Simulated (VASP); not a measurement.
A run of VASP 6.6.1 is set up as follows.

The input INCAR:

```
SYSTEM = EuH4
PREC     = Accurate       ! precision mode
ENCUT    = 520            ! plane-wave cutoff, eV
EDIFF    = 1E-6           ! SCF threshold, eV
ISMEAR   = 0              ! smearing method
SIGMA    = 0.1            ! smearing width, eV
LREAL    = .FALSE.        ! projectors in reciprocal space
LASPH    = .TRUE.         ! aspherical terms in the spheres
NELM     = 150            ! most SCF steps
ALGO     = Normal         ! electronic algorithm
ISIF     = 2              ! what is computed and relaxed
LWAVE    = .FALSE.        ! write WAVECAR
LCHARG   = .FALSE.        ! write CHGCAR
ISPIN    = 2              ! spin polarisation
MAGMOM   = 7 0 0 0 0      ! initial moments
LORBIT   = 11             ! projections on sites
LMAXMIX  = 6              ! l up to which the mixer works
GGA      = PE             ! functional
NBANDS   = 22             ! bands
```

File KPOINTS:

```
Automatic mesh
0
G
  6 6 6
  0 0 0
```

POSCAR

```
EuH4
1.0
   -2.7815664900      2.7815664900      1.7450112800
    2.7815664900     -2.7815664900      1.7450112800
    2.7815664900      2.7815664900     -1.7450112800
Eu H
1 4
Direct
    0.0000000000      0.0000000000      0.0000000000
    0.4000000100      0.2000000100      0.6000000200
    0.2000000100      0.5999999900      0.8000000000
    0.5999999900      0.7999999900      0.3999999800
    0.7999999900      0.4000000100      0.2000000000
```

Potentials or basis: VASP PAW PBE potentials, release 64 (Eu, H).

Launch:

```bash
$ cat potpaw_PBE.64/Eu/POTCAR potpaw_PBE.64/H/POTCAR > POTCAR
$ mpirun -np 1 vasp_std > vasp.out
```

Question: What does it give for the net moment?

Answer: 6.42 μB per cell.

Question: Estimate the largest force.

Answer: 0.479 eV/Å.

Question: What does it give for the site moments?

Answer: Eu +6.24; H -0.01 μB.

Stress tensor (GPa, compression positive):
```
-12.33   0.00   0.00
  0.00 -12.33   0.00
  0.00   0.00  -0.62
```

Caveat: the stress differs along the axes, from -12 to -1 GPa. The state reached can hang on the start; a lower one may exist.
